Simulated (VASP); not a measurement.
Write the native input for VASP 6.6.1 that does the following.

```yaml
Task: single point
Functional: PBE
Potentials_or_basis: VASP PAW PBE potentials, release 64 (Tl_d, Pd, Cl)
Cutoff: 520 eV
k_mesh: 4 × 4 × 4
Occupations: gaussian, width 0.1 eV
Spin: no spin polarisation
Dipole_correction: no
Further_INCAR_settings: ALGO = Normal; EDIFF = 1e-06; NBANDS = 30
```

The structure of TlPdCl3 lies in POSCAR:

```
TlPdCl3
1.0
    5.3285514319      0.0000000000      0.0000000000
    0.0000000000      5.3285514319      0.0000000000
    0.0000000000      0.0000000000      5.3285514319
Tl Pd Cl
1 1 3
Direct
    0.5000000000      0.5000000000      0.5000000000
    0.0000000000      0.0000000000      0.0000000000
    0.0000000000      0.5000000000      0.5000000000
    0.5000000000      0.0000000000      0.5000000000
    0.5000000000      0.5000000000      0.0000000000
```

The cell was generated, and may not be a known phase.

These files were run (other wordings do the same):

INCAR

```
SYSTEM = TlPdCl3
PREC = Accurate ; ENCUT = 520
EDIFF = 1E-6 ; ISMEAR = 0
SIGMA = 0.1 ; LREAL = .False.
LASPH = .True. ; NELM = 60
ALGO = Normal ; ISIF = 2
LWAVE = .False. ; LCHARG = .True.
GGA = PE ; LELF = .True.
LVHAR = .True. ; NBANDS = 30
```

KPOINTS

```
regular mesh
0
Gamma
  4 4 4
  0 0 0
```

Potentials or basis: VASP PAW PBE potentials, release 64 (Tl_d, Pd, Cl).

The run is started by

```console
$ cat potpaw_PBE.64/Tl_d/POTCAR potpaw_PBE.64/Pd/POTCAR potpaw_PBE.64/Cl/POTCAR > POTCAR
$ mpirun -np 1 vasp_std > vasp.out
```

It gave:

```json
{"Pressure": "0.3 GPa", "Band gap on the k mesh": "zero (bands 22 and 23 overlap by 0.15 eV)"}
```

Caveat: spin-orbit coupling is left out, which moves the levels of the heavy elements.

Run time: 71 s on 1 thread of Intel Xeon 8259CL, with other jobs on the host, peak memory 0.26 GiB.
